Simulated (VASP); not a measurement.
A run of VASP 6.6.1 is set up as follows.

INCAR

```
PREC = Accurate
ENCUT = 520
EDIFF = 1E-7
ISMEAR = -1
SIGMA = 0.02
LREAL = False
LASPH = True
NELM = 100
ALGO = Normal
ISIF = 2
LWAVE = False
LCHARG = False
GGA = PS
NBANDS = 24
```

KPOINTS

```
regular mesh
0
Gamma
  6 6 4
```

File POSCAR:

```
NaTlTe2
1.0
    4.5870245311      0.0000000000      0.0000000000
    0.0000000000      4.5870245311      0.0000000000
    0.0000000000      0.0000000000      7.4381216230
Na Te Tl
1 2 1
Direct
    0.0000000000      0.0000000000      0.0000000000
    0.0000000000      0.5000000000      0.2696360278
    0.5000000000      0.0000000000      0.7303639722
    0.5000000000      0.5000000000      0.5000000000
```

Potentials or basis: VASP PAW PBE potentials, release 64 (Na_pv, Te, Tl_d).

Run with:

```bash
$ cat potpaw_PBE.64/Na_pv/POTCAR potpaw_PBE.64/Te/POTCAR potpaw_PBE.64/Tl_d/POTCAR > POTCAR
$ mpirun -np 1 vasp_std > vasp.out
```

(1) What does it give for the pressure?

## Answers

(1) 0.0 GPa.

Caveat: the PAW data sets were made with another functional, which shifts forces and pressure a little.
